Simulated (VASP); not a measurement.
Pd:

```
Pd
1.0
     2.80210    0.00000    0.00000
    -1.40105    2.42669    0.00000
     0.00000    0.00000    4.65955
Pd
2
Direct
  0.33333 0.66667 0.25000
  0.66667 0.33333 0.75000
```

Base run:

| Property | Result |
| --- | --- |
| Program | VASP 6.6.1 |
| Functional | LDA |
| Potentials or basis | VASP PAW LDA potentials, release 64 (Pd) |
| Cutoff | 520 eV |
| k mesh | 11 × 11 × 6 |
| Occupations | fermi-dirac, width 0.05 eV |
| Spin | no spin polarisation |

Its results: band gap on the k mesh zero (band 10 reaches 8.55 eV, above the bottom of band 11 at 7.78 eV); pressure -17.9 GPa.

After a change of settings the same cell gave: band gap on the k mesh zero (band 10 reaches 8.61 eV, above the bottom of band 11 at 7.80 eV); pressure -8.0 GPa. Which change was it?
A. further incar settings from ALGO = Normal; EDIFF = 1e-06; NBANDS = 17 to ALGO = Fast; EDIFF = 1e-06; NBANDS = 17
B. functional from LDA to r2SCAN; potentials or basis from VASP PAW LDA potentials, release 64 (Pd) to VASP PAW PBE potentials, release 64 (Pd)
C. functional from LDA to PBE; potentials or basis from VASP PAW LDA potentials, release 64 (Pd) to VASP PAW PBE potentials, release 64 (Pd)

B.

Caveats: the PAW data sets were made with another functional, which shifts forces and pressure a little (some runs).
